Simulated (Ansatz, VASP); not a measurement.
## One calculation of TePb, two programs

The input INCAR:

```
ALGO = Normal ; EDIFF = 1E-6
ENCUT = 520 ; GGA = PE
ISIF = 2 ; ISMEAR = -1
IVDW = 12 ; LASPH = True
LCHARG = True ; LELF = True
LREAL = False ; LVHAR = True
LWAVE = False ; NBANDS = 17
NELM = 80 ; PREC = Accurate
SIGMA = 0.05
```

File KPOINTS:

```
k-points
0
Gamma
  7 7 7
```

Contents of POSCAR:

```
TePb
1.0
    0.0000000000      3.1650427173      3.1650427173
    3.1650427173      0.0000000000      3.1650427173
    3.1650427173      3.1650427173      0.0000000000
Pb Te
1 1
Direct
    0.0000000000      0.0000000000      0.0000000000
    0.5000000000      0.5000000000      0.5000000000
```

File input.yaml:

```yaml
crystal:
  lattice:
    - [0.0, 3.1650427173, 3.1650427173]
    - [3.1650427173, 0.0, 3.1650427173]
    - [3.1650427173, 3.1650427173, 0.0]
  atoms:
    - { symbol: Pb, position: [0.0, 0.0, 0.0] }
    - { symbol: Te, position: [0.5, 0.5, 0.5] }
hamiltonian:
  xc: pbe
  pseudopotentials: { kind: paw }
  dispersion: d3bj
kpoints:
  mp_grid: { grid: [7, 7, 7] }
scf:
  occupations: { method: fermi_dirac, width: 0.05 }
output:
  forces: true
  stress: true
  eigenvalues: true
```

Alike in both runs: task single point; functional PBE; dispersion D3(BJ); k mesh 7 × 7 × 7; occupations fermi-dirac, width 0.05 eV; no spin polarisation.

```csv
,VASP,Ansatz
version,VASP 6.6.1,Ansatz 0.2.0
potentials or method,"VASP PAW PBE potentials, release 64 (Pb_d, Te)",Ansatz PAW
plane-wave cutoff (eV),520,420
valence electrons in the cell,20,30
```

VASP gave:

| Property | Result |
| --- | --- |
| pressure (GPa) | 3.2 |

Problem. What did Ansatz give for the same quantities?

Solution. Pressure (GPa): 3.3.

VASP's potentials hold 20 valence electrons a cell and Ansatz's 30, so a difference there can come from the potentials and not from the codes.

Neither program's run includes spin-orbit coupling.
